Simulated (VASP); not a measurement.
CaO:

```
Ca O
1.0
     0.00000    2.39755    2.27767
     2.39755    0.00000    2.27767
     2.39755    2.39755    0.00000
Ca O
1 1
Direct
  0.00000 0.00000 0.00000
  0.50000 0.50000 0.50000
```

This cell differs from its parent crystal: uniaxial z strain -5.0%.

Base run:

- Program: VASP 6.6.1
- Functional: r2SCAN
- Potentials or basis: VASP PAW PBE potentials, release 64 (Ca_sv, O)
- Cutoff: 520 eV
- k mesh: 10 × 10 × 10
- Occupations: gaussian, width 0.01 eV
- Spin: no spin polarisation

Its results: band gap on the k mesh 3.92 eV, indirect (least direct gap 4.46 eV); pressure 8.9 GPa.

**Question.** The run is repeated on the same cell with these changes: functional from r2SCAN to PBE; k mesh from 10 × 10 × 10 to 6 × 6 × 6. What comes out?

**Answer.** Band gap on the k mesh 3.38 eV, indirect (least direct gap 3.90 eV); pressure 10.7 GPa.

Several settings changed at once, so the effect can't be laid on one alone.

Caveats: the PAW data sets were made with another functional, which shifts forces and pressure a little (some runs).

A k mesh can miss the band edges.
